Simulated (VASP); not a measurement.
Set up this calculation in VASP 6.6.1, as the native input.

| Quantity | Value |
| --- | --- |
| Task | relaxation of cell and atoms |
| Functional | PBE |
| Potentials or basis | VASP PAW PBE potentials, release 64 (Ta_pv) |
| Cutoff | 600 eV |
| k mesh | 18 × 18 × 18 |
| Occupations | gaussian, width 0.1 eV |
| Spin | no spin polarisation |
| Target pressure | 5 GPa |
| Dipole correction | no |
| Further INCAR settings | ALGO = Fast; EDIFF = 1e-06; IBRION = 2; EDIFFG = -0.008; NSW = 70; ISIF = 3 |

The structure of Ta lies in POSCAR:

```
Ta
1.0
   -1.6457131610      1.6457131610      1.6457131610
    1.6457131610     -1.6457131610      1.6457131610
    1.6457131610      1.6457131610     -1.6457131610
Ta
1
Direct
    0.0000000000      0.0000000000      0.0000000000
```

The input as run:

INCAR

```
SYSTEM = Ta
ALGO = Fast ; EDIFF = 1E-6
EDIFFG = -0.008 ; ENCUT = 600
GGA = PE ; IBRION = 2
ISIF = 3 ; ISMEAR = 0
LASPH = .True. ; LCHARG = .False.
LREAL = .False. ; LWAVE = .False.
NELM = 60 ; NSW = 70
PREC = Accurate ; PSTRESS = 50.0
SIGMA = 0.1
```

KPOINTS

```
k-points
0
Gamma
  18 18 18
  0 0 0
```

Potentials or basis: VASP PAW PBE potentials, release 64 (Ta_pv).

Run with:

```console
$ cat potpaw_PBE.64/Ta_pv/POTCAR > POTCAR
$ mpirun -np 1 vasp_std > vasp.out
```

It gave:

```
Relaxed volume                                         : 17.85 Å³/atom
Relaxed cell                                           : a = 2.851 Å, b = 2.851 Å, c = 2.851 Å, α = 109.47°, β = 109.47°, γ = 109.47°
Space group after relaxing (to 0.05 Å)                 : Im-3m (No. 229)
Energy change on relaxing (the enthalpy is what falls) : -0.6 meV/atom
Ionic steps                                            : 3
Pressure after relaxing                                : 5.0 GPa
```

Caveat: the cell is relaxed towards a set pressure, so the enthalpy falls and the energy may rise.

Wall time 30 s on 1 thread of Intel(R) Xeon(R) Platinum 8559C (Emerald Rapids), with other jobs on the host, peak memory 0.17 GiB.
